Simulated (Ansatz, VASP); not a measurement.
# One calculation of Al, two programs

```
Al
1.0
     0.00000    1.99669    1.99669
     1.99669    0.00000    1.99669
     1.99669    1.99669    0.00000
Al
1
Cartesian
  0.0000 0.0000 0.0000
```

Alike in both runs: task single point; functional r2SCAN; k mesh 14 × 14 × 14; occupations methfessel-paxton of order 1, width 0.1 eV; no spin polarisation.

```csv
,VASP,Ansatz
version,VASP 6.6.1,Ansatz 0.2.0
potentials or method,"VASP PAW PBE potentials, release 64 (Al), cutoff 520 eV","plane waves (500 eV) with PAW, scalar-relativistic"
valence electrons in the cell,3,3
```

Ansatz gave:

* pressure (GPa): -0.4

Question: Estimate VASP's values.

Answer: Pressure (GPa): -0.7.

VASP's potentials were made for PBE, not for r2SCAN.
